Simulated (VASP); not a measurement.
Here is a VASP 6.6.1 calculation.

INCAR

```
SYSTEM = Sb
ALGO = Normal
EDIFF = 1E-7
ENCUT = 520
GGA = RP
ISIF = 2
ISMEAR = 0
IVDW = 12
LASPH = .TRUE.
LCHARG = .TRUE.
LNONCOLLINEAR = .TRUE.
LORBIT = 11
LREAL = .FALSE.
LVHAR = .TRUE.
LWAVE = .FALSE.
MAGMOM = -0.103 0.324 -0.279
NBANDS = 16
NELM = 150
PREC = Accurate
SIGMA = 0.05
```

KPOINTS

```
k-points
0
G
  6 6 6
  0 0 0
```

The input POSCAR:

```
Sb
1.0
    2.8602315088      0.0000000000      0.0000000000
    0.0000000000      2.8602315088      0.0000000000
    0.0000000000      0.0000000000      2.8602315088
Sb
1
Direct
    0.0000000000      0.0000000000      0.0000000000
```

Potentials or basis: VASP PAW PBE potentials, release 64 (Sb).

Launch:

```console
$ cat potpaw_PBE.64/Sb/POTCAR > POTCAR
$ mpirun -np 1 vasp_ncl > vasp.out
```

What does it give for the pressure?

0.2 GPa.

What does it give for the band gap on the k mesh?

Zero (bands 5 and 6 overlap by 11.60 eV).

Moments on the atoms (μB; x, y, z):
```
Sb  0.00 0.00 0.00
```

Caveat: the k points lie up to 0.37 Å⁻¹ apart, too coarse for converged energies and pressures of a metal; the PAW data sets were made with another functional, which shifts forces and pressure a little; spin-orbit coupling is left out, which moves the levels of the heavy elements.
